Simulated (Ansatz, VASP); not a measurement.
## MgI2 in VASP and in Ansatz

Contents of INCAR:

```
SYSTEM = MgI2
PREC     = Accurate       ! precision mode
ENCUT    = 520            ! plane-wave cutoff, eV
EDIFF    = 1E-6           ! SCF threshold, eV
ISMEAR   = 0              ! smearing method
SIGMA    = 0.05           ! smearing width, eV
LREAL    = .FALSE.        ! projectors in reciprocal space
LASPH    = .TRUE.         ! aspherical terms in the spheres
NELM     = 60             ! most SCF steps
ALGO     = Normal         ! electronic algorithm
ISIF     = 2              ! what is computed and relaxed
LWAVE    = .FALSE.        ! write WAVECAR
LCHARG   = .FALSE.        ! write CHGCAR
LDIPOL   = .TRUE.       
IDIPOL   = 3            
DIPOL    = 0.5 0.5 0.404
GGA      = PE             ! functional
IVDW     = 12             ! dispersion correction
NBANDS   = 25             ! bands
```

File KPOINTS:

```
Automatic mesh
0
G
  9 9 1
  0 0 0
```

File POSCAR:

```
MgI2
1.0
    4.1311066128      0.0000000000      0.0000000000
   -2.0655533064      3.5776432724      0.0000000000
    0.0000000000      0.0000000000     24.2265084657
I Mg
4 2
Direct
    0.3333333333      0.6666666667      0.1857469477
    0.6666666667      0.3333333333      0.3245723272
    0.7777777778      0.5555555556      0.4826636182
    1.1111111111      0.2222222222      0.6214889978
    0.0000000000      0.0000000000      0.2551596374
    0.4444444444     -0.1111111111      0.5520763080
```

Input for Ansatz:

```yaml
crystal:
  lattice:
    - [4.1311065861, 0.0, 0.0]
    - [-2.0655532931, 3.5776432493, 0.0]
    - [0.0, 0.0, 24.2265089959]
  atoms:
    - { symbol: I, position: [0.3333333333, 0.6666666667, 0.1857469436] }
    - { symbol: Mg, position: [0.0, 0.0, 0.2551596373] }
    - { symbol: I, position: [0.6666666667, 0.3333333333, 0.324572331] }
    - { symbol: I, position: [0.7777777778, 0.5555555556, 0.4826636186] }
    - { symbol: Mg, position: [0.4444444444, -0.1111111111, 0.5520763123] }
    - { symbol: I, position: [1.1111111111, 0.2222222222, 0.621489006] }
basis:
  ecutwfc: 420
kpoints:
  mp_grid: { grid: [9, 9, 1] }
hamiltonian:
  xc: pbe
  dispersion: d3bj
scf:
  occupations: { method: gaussian, width: 0.05 }
output:
  forces: true
  eigenvalues: true
efield:
  axis: 3
  dipole_correction: true
  ramp_width: 0.04
```

Alike in both runs: task single point; functional PBE; dispersion D3(BJ); k mesh 9 × 9 × 1; occupations gaussian, width 0.05 eV; no spin polarisation.

|  | VASP | Ansatz |
| --- | --- | --- |
| version | VASP 6.6.1 | Ansatz 0.2.0 |
| potentials or method | VASP PAW PBE potentials, release 64 (I, Mg), cutoff 520 eV | scalar-relativistic, plane waves, PAW |
| valence electrons in the cell | 32 | 88 |

|  | VASP | Ansatz | Ansatz less VASP |
| --- | --- | --- | --- |
| gap on the k mesh at the Fermi level (eV) | 3.54 | 3.56 | +0.017 |
| least direct gap on the mesh (eV) | 3.93 | 3.94 | +0.014 |
| rms of the force components (eV/Å) | 0.036 | 0.033 | -0.0031 |

VASP's potentials hold 32 valence electrons a cell and Ansatz's 88, so a difference there can come from the potentials and not from the codes.

Neither program's run includes spin-orbit coupling.
